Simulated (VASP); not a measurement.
Write the native input for VASP 6.6.1 that does the following.

* Task: single point
* Functional: r2SCAN
* Potentials or basis: VASP PAW PBE potentials, release 64 (B, N)
* Cutoff: 520 eV
* k mesh: 12 × 12 × 6
* Occupations: gaussian, width 0.01 eV
* Spin: no spin polarisation
* Dipole correction: no
* Further INCAR settings: ALGO = Normal; EDIFF = 1e-07; NBANDS = 16

The system is BN.

```
B N
1.0
     2.49134    0.00000    0.00000
    -1.24567    2.15756    0.00000
     0.00000    0.00000    4.00106
B N
2 2
Direct
  0.00000 0.00000 0.00000
  0.00000 0.00000 0.50000
  0.33333 0.66667 0.25000
  0.66667 0.33333 0.75000
```

These files were run (other wordings do the same):

POSCAR

```
BN
1.0
    2.4913353474      0.0000000000      0.0000000000
   -1.2456676737      2.1575597002      0.0000000000
    0.0000000000      0.0000000000      4.0010591824
B N
2 2
Direct
    0.0000000000      0.0000000000      0.0000000000
    0.0000000000      0.0000000000      0.5000000000
    0.3333333333      0.6666666667      0.2500000000
    0.6666666667      0.3333333333      0.7500000000
```

INCAR.step1

```
  PREC = Accurate
  ENCUT = 520
  ISMEAR = 0
  SIGMA = 0.01
  LREAL = False
  LASPH = True
  NELM = 80
  NBANDS = 16
  GGA = PE
  ALGO = Normal
  EDIFF = 1E-4
  LWAVE = True
  LCHARG = False
```

INCAR.step2

```
  PREC = Accurate
  ENCUT = 520
  EDIFF = 1E-7
  ISMEAR = 0
  SIGMA = 0.01
  LREAL = False
  LASPH = True
  NELM = 80
  ALGO = Normal
  ISIF = 2
  LWAVE = False
  LCHARG = False
  METAGGA = R2SCAN
  LMIXTAU = True
  NBANDS = 16
  ISTART = 1
```

KPOINTS

```
regular mesh
0
Gamma
  12 12 6
```

Potentials or basis: VASP PAW PBE potentials, release 64 (B, N).

Run with:

```console
$ cat potpaw_PBE.64/B/POTCAR potpaw_PBE.64/N/POTCAR > POTCAR
$ cp INCAR.step1 INCAR
$ mpirun -np 1 vasp_std > vasp.out
$ cp INCAR.step2 INCAR
$ mpirun -np 1 vasp_std > vasp.out
```

It gave:

```json
{
 "Pressure": "0.4 GPa",
 "Band gap on the k mesh": "1.82 eV, indirect (least direct gap 5.67 eV)"
}
```

Caveat: the PAW data sets were made with another functional, which shifts forces and pressure a little.

It took 50 s on 1 thread of Intel(R) Xeon(R) 6975P-C (Granite Rapids), on a shared host, peak memory 0.14 GiB.
